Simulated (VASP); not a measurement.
A run of VASP 6.6.1:

Contents of INCAR:

```
SYSTEM = AlN
PREC = Accurate
ENCUT = 600
EDIFF = 1E-6
ISMEAR = 0
SIGMA = 0.01
LREAL = .False.
LASPH = .True.
NELM = 120
ALGO = Normal
ISIF = 2
LWAVE = .False.
LCHARG = .True.
GGA = PE
LELF = .True.
LVHAR = .True.
NBANDS = 16
GGA_COMPAT = .False.
```

The input KPOINTS:

```
regular mesh
0
Gamma
  6 6 4
  0 0 0
```

Contents of POSCAR:

```
AlN
1.0
    3.0540277594      0.0000000000      0.0000000000
   -1.5270138797      2.6448656235      0.0000000000
    0.0000000000      0.0000000000      4.8941923395
Al N
2 2
Direct
    0.3333333333      0.6666666667     -0.0032954727
    0.6666666667      0.3333333333      0.4967045273
    0.3333333333      0.6666666667      0.3782954727
    0.6666666667      0.3333333333      0.8782954727
```

Potentials or basis: VASP PAW PBE potentials, release 64 (Al, N).

Run with:

```sh
$ cat potpaw_PBE.64/Al/POTCAR potpaw_PBE.64/N/POTCAR > POTCAR
$ mpirun -np 1 vasp_std > vasp.out
```

Hardware: 1 thread of Intel Xeon 6975P-C, on a shared host.

How long does it take, and how much memory?

It took 7.7 s on 1 thread of Intel Xeon 6975P-C (shared host), peak memory 0.16 GiB. Counts: scf iterations 13, k points 21.
